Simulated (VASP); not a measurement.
# Ga7SiN8 (a cell with a defect) in VASP: settings compared

The runs below take Ga7SiN8 (a cell with a defect) through single point, with PBEsol, PBEsol+D4.

All numbers are computed with VASP 6.6.1; they aren't measurements. Logs are shortened: lines on timing, memory, paths and dates and some standing lists are left out, and cuts for length are marked.

### 1 The cell of the first run

The cell holds a defect, 16 atoms: a = 6.365 Å, b = 5.513 Å, c = 5.186 Å, α = 90.00°, β = 90.00°, γ = 90.00°.

### 2 Single point, PBEsol, collinear spin

Contents of INCAR:

```
ALGO     = Normal         # electronic algorithm
EDIFF    = 1E-6           # SCF threshold, eV
ENCUT    = 520            # plane-wave cutoff, eV
GGA      = PS             # functional
ISIF     = 2              # what is computed and relaxed
ISMEAR   = 0              # smearing method
ISPIN    = 2              # spin polarisation
LASPH    = True           # aspherical terms in the spheres
LCHARG   = False          # write CHGCAR
LORBIT   = 11             # projections on sites
LREAL    = Auto         
LWAVE    = False          # write WAVECAR
MAGMOM   = 0 0 0 0 0 0 0 0.22 0 0.22 0.22 0.22 0 0 0 0.22 # initial moments
NBANDS   = 86             # bands
NELM     = 150            # most SCF steps
PREC     = Accurate       # precision mode
SIGMA    = 0.05           # smearing width, eV
```

Contents of KPOINTS:

```
Automatic mesh
0
Gamma
  2 2 2
  0.5 0.5 0.5
```

Contents of POSCAR:

```
Ga7SiN8
1.0
    6.3654920000      0.0000000000      0.0000000000
    0.0000000000      5.5126780000      0.0000000000
    0.0000000000      0.0000000000      5.1856180000
Ga Si N
7 1 8
Direct
    0.2346610000      0.1778810000      0.4891690000
    0.0050330000      0.6767720000      0.5014440000
    0.7507450000      0.1639490000      0.5057440000
    0.9952070000      0.3393340000      0.0100550000
    0.5006460000      0.3306780000      0.0108370000
    0.2538370000      0.8475700000      0.0201970000
    0.7585870000      0.8244780000      0.0012680000
    0.4974530000      0.6688710000      0.4916080000
    0.0005080000      0.3329840000      0.3629260000
    0.5016160000      0.3206120000      0.3827970000
    0.2432250000      0.8293580000      0.3880900000
    0.7501810000      0.8326560000      0.3816330000
    0.2337440000      0.1844750000      0.8855830000
    0.0089650000      0.6572350000      0.8891960000
    0.7509310000      0.1665510000      0.8729140000
    0.4985720000      0.6700350000      0.8687090000
```

Potentials or basis: VASP PAW PBE potentials, release 64 (Ga_d, Si, N).

On the command line:

```sh
> cat potpaw_PBE.64/Ga_d/POTCAR potpaw_PBE.64/Si/POTCAR potpaw_PBE.64/N/POTCAR > POTCAR
> mpirun -np 1 vasp_std > vasp.out
```

OUTCAR:

```text
EDIFF = 1E-6
   ENCUT = 520
   GGA = PS
   ISIF = 2
   ISMEAR = 0
   ISPIN = 2
   LASPH = True
   LORBIT = 11
   LREAL = Auto
   NELM = 150
   PREC = Accurate

 ion  position               nearest neighbor table
   1  0.235  0.178  0.489-   9 1.84  10 1.95  11 1.99  13 2.06
   2  0.005  0.677  0.501-  11 1.83  12 1.94  14 2.01   9 2.03
   3  0.751  0.164  0.506-  15 1.90  10 1.91  12 1.94   9 1.99
   4  0.995  0.339  0.010-   9 1.83  13 1.86  14 1.86  15 1.96
   5  0.501  0.331  0.011-  10 1.93  15 1.97  13 1.99  16 2.01
   6  0.254  0.848  0.020-  11 1.91  13 1.99  14 2.00  16 2.00
[... 8 lines left out ...]
  15  0.751  0.167  0.873-   3 1.90   4 1.96   5 1.97   7 2.00
  16  0.499  0.670  0.869-   8 1.96   7 1.98   6 2.00   5 2.01

  LATTYP: Found a simple orthorhombic cell.
 ALAT       =     5.1856180000
 B/A-ratio  =     1.0630705926
 C/A-ratio  =     1.2275281365

  Lattice vectors:

 A1 = (   0.0000000000,   0.0000000000,  -5.1856180000)
 A2 = (   0.0000000000,   5.5126780000,   0.0000000000)
 A3 = (   6.3654920000,   0.0000000000,   0.0000000000)

Analysis of symmetry for initial positions (statically):
=====================================================================
 Subroutine PRICEL returns:
 Original cell was already a primitive cell.

 Routine SETGRP: Setting up the symmetry group for a
 simple orthorhombic supercell.

 Subroutine GETGRP returns: Found  1 space group operations
 (whereof  1 operations were pure point group operations)
 out of a pool of  8 trial point group operations.

The static configuration has the point symmetry C_1 .

Analysis of symmetry for dynamics (positions and initial velocities):
=====================================================================
 Subroutine PRICEL returns:
 Original cell was already a primitive cell.

 Routine SETGRP: Setting up the symmetry group for a
 simple orthorhombic supercell.

 Subroutine GETGRP returns: Found  1 space group operations
 (whereof  1 operations were pure point group operations)
 out of a pool of  8 trial point group operations.

The dynamic configuration has the point symmetry C_1 .

Analysis of structural, dynamic, and magnetic symmetry:
=====================================================================
 Subroutine PRICEL returns:
 Original cell was already a primitive cell.

 Routine SETGRP: Setting up the symmetry group for a
 simple orthorhombic supercell.

 Subroutine GETGRP returns: Found  1 space group operations
 (whereof  1 operations were pure point group operations)
 out of a pool of  8 trial point group operations.

The overall configuration has the point symmetry C_1 .

 Subroutine INISYM returns: Found  1 space group operations
 (whereof  1 operations are pure point group operations),
 and found     1 'primitive' translations

----------------------------------------------------------------------------------------

                                     Primitive cell

  volume of cell :     181.9680

  direct lattice vectors                    reciprocal lattice vectors
     6.365492000  0.000000000  0.000000000     0.157097048  0.000000000  0.000000000
     0.000000000  5.512678000  0.000000000     0.000000000  0.181400038  0.000000000
     0.000000000  0.000000000  5.185618000     0.000000000  0.000000000  0.192841046

  length of vectors
     6.365492000  5.512678000  5.185618000     0.157097048  0.181400038  0.192841046

  position of ions in fractional coordinates (direct lattice)
     0.234661000  0.177881000  0.489169000
     0.005033000  0.676772000  0.501444000
     0.750745000  0.163949000  0.505744000
     0.995207000  0.339334000  0.010055000
     0.500646000  0.330678000  0.010837000
     0.253837000  0.847570000  0.020197000
[... 8 lines left out ...]
     0.750931000  0.166551000  0.872914000
     0.498572000  0.670035000  0.868709000

  ion indices of the primitive-cell ions
   primitive index   ion index
                 1           1
                 2           2
                 3           3
                 4           4
                 5           5
[... 45 lines left out ...]
   number of dos      NEDOS =    301   number of ions     NIONS =     16
   total plane-waves  NPLWV =  80640
   dimension x,y,z NGX =    48 NGY =   42 NGZ =   40
   dimension x,y,z NGXF=    96 NGYF=   84 NGZF=   80
   ions per type =               7   1   8
   NGX,Y,Z   is equivalent  to a cutoff of  12.54, 12.67, 12.82 a.u.
   NGXF,Y,Z  is equivalent  to a cutoff of  25.07, 25.33, 25.65 a.u.
 SYSTEM =  unknown system
   PREC   = accura    normal or accurate (medium, high low for compatibility)
   ISTART =      0    job   : 0-new  1-cont  2-samecut
   ICHARG =      2    charge: 1-file 2-atom 10-const
   ISPIN  =      2    spin polarized calculation?
   LNONCOLLINEAR =      F non collinear calculations
   LSORBIT =      F    spin-orbit coupling
   LASPH  =      T    aspherical Exc in radial PAW
   ENCUT  =  520.0 eV  38.22 Ry    6.18 a.u.  11.84 10.25  9.64*2*pi/ulx,y,z
   NELM   =    150;   NELMIN=  2; NELMDL= -5     # of ELM steps
   EDIFF  = 0.1E-05   stopping-criterion for ELM
   LREAL  =      T    real-space projection
   EDIFFG = 0.1E-04   stopping-criterion for IOM
   NSW    =      0    number of steps for IOM
   IBRION =     -1    ionic relax: 0-MD 1-quasi-New 2-CG
   NFREE  =      0    steps in history (QN), initial steepest desc. (CG)
   ISIF   =      2    stress and relaxation
   ISYM   =      2    0-nonsym 1-usesym 2-fastsym
   POTIM  = 0.5000    time-step for ionic-motion
   TEBEG  =    0.0;   TEEND  =   0.0 temperature during run
   PSTRESS=    0.0 pullay stress
   NELECT =     135.0000    total number of electrons
   NUPDOWN=      -1.0000    fix difference up-down
   EMIN   =  10.00;   EMAX   =-10.00  energy-range for DOS
   EFERMI =   0.00;   METHOD = LEGACY
   ISMEAR =     0;   SIGMA  =   0.05  broadening in eV -4-tet -1-fermi 0-gaus
   EFERMI_NEDOS =   21; number of points for ismear=-14 and -15
   IALGO  =     38    algorithm
   IMIX   =      4    mixing-type and parameters
     AMIX     =   0.40;   BMIX     =  1.00
     AMIX_MAG =   1.60;   BMIX_MAG =  1.00
  volume/ion in A,a.u.               =      11.37        76.75
  Fermi-wavevector in a.u.,A,eV,Ry     =   1.482021  2.800614 29.883652  2.196386
  Thomas-Fermi vector in A             =   2.595859
   LORBIT       =     11    0 simple, 1 ext, 2 COOP (PROOUT), +10 PAW based schemes
   GGA     = PS    functional components
   LHFCALC =     F    Hartree Fock is set to
   AEXX    =    0.0000 exact exchange contribution
   IVDW    =     0    specifies the selected vdW correction
   LEPSILON=     F    determine dielectric tensor
   LRPA    =     F    only Hartree local field effects (RPA)
 spin polarized calculation
 Gauss-broadening in eV      SIGMA  =   0.05
  energy-cutoff  :      520.00
  volume of cell :      181.97
 maximum number of plane-waves:      4899
   NGX = 23   NGY = 21   NGZ = 19

 number of electron     134.9999985 magnetization       0.9934487

 Free energy of the ion-electron system (eV)
  ---------------------------------------------------
  ext. energy  EPLUGINS =         0.00000000
  ---------------------------------------------------
  free energy    TOTEN  =      -105.03798842 eV

  energy without entropy =     -105.03734752  energy(sigma->0) =     -105.03766797

 E-fermi :   8.9722     XC(G=0): -11.8414

 val. band max:        8.8875393464   @ k =   0.2500   0.2500   0.2500
 cond. band min:       9.0546490804   @ k =  -0.2500  -0.2500   0.2500
 fundamental gap:      0.1671097339
 Fermi energy:         8.9722480481

 spin component 1

 k-point     1 :       0.2500    0.2500    0.2500
  band No.  band energies     occupation
      1     -10.5632      1.00000
      2     -10.0347      1.00000
      3      -9.8726      1.00000
      4      -9.6724      1.00000
      5      -9.5576      1.00000
      6      -9.3698      1.00000
[... 317 lines left out ...]
     78      12.4080      0.00000
     79      12.5845      0.00000
 Fermi energy:         8.9722480481

 spin component 2

 k-point     1 :       0.2500    0.2500    0.2500
  band No.  band energies     occupation
      1     -10.4479      1.00000
      2      -9.9692      1.00000
      3      -9.7846      1.00000
      4      -9.5927      1.00000
      5      -9.5167      1.00000
      6      -9.3408      1.00000
[... 317 lines left out ...]
     78      12.5427      0.00000
     79      12.6845      0.00000
 [bands above 79 left out]

------------------------ aborting loop because EDIFF is reached ----------------------------------------

  FORCE on cell =-STRESS in cart. coord.  units (eV):
  Direction    XX          YY          ZZ          XY          YZ          ZX
  --------------------------------------------------------------------------------------
  -------------------------------------------------------------------------------------
  Total        2.1889719     -0.3633686      1.8513147     -1.3420774     -0.9643318     -0.5922989
  in kB       19.2732808     -3.1993585     16.3003043    -11.8166137     -8.4906695     -5.2150249
  external PRESSURE =      10.7914089 kB  Pullay stress =       0.0000000 kB

 VOLUME and BASIS-vectors are now :
 -----------------------------------------------------------------------------
  energy-cutoff  :      520.00
  volume of cell :      181.97
      direct lattice vectors                 reciprocal lattice vectors
     6.365492000  0.000000000  0.000000000     0.157097048  0.000000000  0.000000000
     0.000000000  5.512678000  0.000000000     0.000000000  0.181400038  0.000000000
     0.000000000  0.000000000  5.185618000     0.000000000  0.000000000  0.192841046

 POSITION                                       TOTAL-FORCE (eV/Angst)
 -----------------------------------------------------------------------------------
      1.49373      0.98060      2.53664         1.225191     -0.720484      1.904538
      0.03204      3.73083      2.60030        -1.280897     -1.626883      1.370361
      4.77886      0.90380      2.62260         0.387463      0.288658      0.085138
      6.33498      1.87064      0.05214        -0.625497     -0.466911     -1.276810
      3.18686      1.82292      0.05620        -0.335473      0.059893     -1.177683
      1.61580      4.67238      0.10473        -0.081721     -0.279283     -1.758621
[... 8 lines left out ...]
      4.78005      0.91814      4.52660        -0.184853     -0.192912      0.806112
      3.17366      3.69369      4.50479         0.144572     -0.052407     -1.441335
 -----------------------------------------------------------------------------------
    total drift:                               -0.004528      0.000822     -0.001933

  FREE ENERGIE OF THE ION-ELECTRON SYSTEM (eV)
  ---------------------------------------------------
  free  energy   TOTEN  =      -105.0379884217 eV

  energy  without entropy=     -105.0373475169  energy(sigma->0) =     -105.03766797

 total charge

# of ion       s       p       d       tot
------------------------------------------
    1        0.799   0.896  10.178  11.873
    2        0.798   0.911  10.184  11.892
    3        0.795   0.923  10.191  11.909
    4        0.812   1.043  10.262  12.117
    5        0.789   0.867  10.159  11.815
    6        0.793   0.866  10.159  11.819
[... 8 lines left out ...]
   15        1.222   2.498   0.000   3.720
   16        1.248   2.438   0.000   3.686
--------------------------------------------------
tot         16.199  27.081  71.295 114.576

 magnetization (x)

# of ion       s       p       d       tot
------------------------------------------
    1        0.008   0.007   0.002   0.018
    2        0.010   0.015   0.004   0.028
    3        0.007   0.009   0.002   0.018
    4        0.000   0.002   0.002   0.004
    5        0.004   0.005   0.002   0.010
    6        0.008   0.006   0.003   0.017
[... 8 lines left out ...]
   15        0.006   0.016   0.000   0.023
   16        0.033   0.009   0.000   0.042
--------------------------------------------------
tot          0.293   0.317   0.016   0.625
```

It took 4.7 min on 1 thread of Intel Xeon Platinum 8259CL at 2.50GHz (Skylake/Cascade Lake), shared host; peak memory 0.37 GiB.

Results:

| Property | Result |
| --- | --- |
| Free energy | -105.0380 eV |
| Pressure | 1.1 GPa |
| Largest force | 2.483 eV/Å |
| Band gap on the k mesh | 0.17 eV |
| Net moment | 0.99 μB per cell |
| Site moments | Ga +0.02, +0.03, +0.00, +0.01 (each value once); Si +0.11; N +0.03, +0.08, +0.09, +0.02, +0.04 (each value once) μB |
| Valence electrons inside the program's atomic spheres | Ga 11.87, 11.89, 11.91, 12.12, 11.81, 11.82 (each value once); Si 1.47; N 3.77, 3.73, 3.71, 3.72, 3.69 (each value once) |

Forces in eV/Å, atoms in the order of the input:
```
Ga   1.225 -0.720  1.905
Ga  -1.281 -1.627  1.370
Ga   0.387  0.289  0.085
Ga  -0.625 -0.467 -1.277
Ga  -0.335  0.060 -1.178
Ga  -0.082 -0.279 -1.759
Ga  -0.513  0.602 -0.438
Si   0.281 -0.224  0.455
N   -1.286  0.919  1.907
N   -0.444  1.832  0.390
N    2.372  0.418  0.421
N   -1.174 -0.825  0.365
N    1.681 -1.306 -0.808
N   -0.166  1.575 -0.803
N   -0.185 -0.193  0.806
N    0.145 -0.052 -1.441
```

Stress tensor (GPa, compression positive):
```
 1.93 -1.18 -0.52
-1.18 -0.32 -0.85
-0.52 -0.85  1.63
```

Caveat: the k points lie up to 0.61 Å⁻¹ apart; the PAW data sets were made with another functional, which shifts forces and pressure a little.

### 3 Single point, PBEsol+D4, collinear spin

Contents of INCAR:

```
PREC = Accurate
ENCUT = 520
EDIFF = 1E-7
ISMEAR = -1
SIGMA = 0.05
LREAL = Auto
LASPH = T
NELM = 150
ALGO = Normal
ISIF = 2
LWAVE = F
LCHARG = F
ISPIN = 2
MAGMOM = 0 0 0 0 0 0 0 0.2 0 0.2 0.2 0.2 0 0 0 0.2
LORBIT = 11
GGA = PS
IVDW = 13
NBANDS = 86
```

KPOINTS is that of step 2.

POSCAR is that of step 2.

Potentials or basis: VASP PAW PBE potentials, release 64 (Ga_d, Si, N).

On the command line:

```sh
> cat potpaw_PBE.64/Ga_d/POTCAR potpaw_PBE.64/Si/POTCAR potpaw_PBE.64/N/POTCAR > POTCAR
> mpirun -np 1 vasp_std > vasp.out
```

Run time: 5.2 min. Hardware: 1 thread of Intel Xeon Platinum 8259CL at 2.50GHz (Skylake/Cascade Lake), shared host; peak memory 0.36 GiB.

Results (log left out):

```yaml
Free_energy: -108.6005 eV
Pressure: -1.9 GPa
Largest_force: 2.506 eV/Å
Band_gap_on_the_k_mesh: 0.08 eV
Net_moment: 0.66 μB per cell
Site_moments: Ga +0.01, +0.02, +0.00 (each value once); Si +0.07; N +0.02, +0.06, +0.01, +0.03 (each value once) μB
Valence_electrons_inside_the_program's_atomic_spheres: Ga 11.87, 11.89, 11.91, 12.12, 11.82 (each value once); Si 1.47; N 3.77, 3.73, 3.71, 3.72, 3.69 (each value once)
Dispersion_energy_per_atom: -0.222 eV
```

Forces on the atoms (eV/Å):
```
Ga   1.228 -0.698  1.911
Ga  -1.279 -1.651  1.386
Ga   0.381  0.316  0.098
Ga  -0.623 -0.460 -1.290
Ga  -0.334  0.003 -1.196
Ga  -0.071 -0.245 -1.779
Ga  -0.520  0.623 -0.462
Si   0.295 -0.222  0.559
N   -1.274  0.912  1.900
N   -0.459  1.857  0.371
N    2.406  0.383  0.419
N   -1.220 -0.840  0.360
N    1.652 -1.311 -0.830
N   -0.164  1.579 -0.789
N   -0.159 -0.203  0.769
N    0.141 -0.042 -1.426
```

Stress tensor (GPa, compression positive):
```
-1.20 -1.16 -0.53
-1.16 -3.30 -0.80
-0.53 -0.80 -1.23
```

Levels at points of the mesh, in eV from the valence-band top:
Spin up:
```tsv
k point	band 66	band 67	band 68	band 69	band 70	band 71
(0.25, 0.25, 0.25)	-4.29	-4.08	0.00	0.45	0.89	1.17
```
Spin down:
```tsv
k point	band 63	band 64	band 65	band 66	band 67	band 68	band 69	band 70	band 71	band 72
(0.25, 0.25, 0.25)	-4.92	-4.84	-4.64	-4.24	-4.04	0.20	0.57	1.00	1.29	1.51
```

Caveat: the k points lie up to 0.61 Å⁻¹ apart; the PAW data sets were made with another functional, which shifts forces and pressure a little.
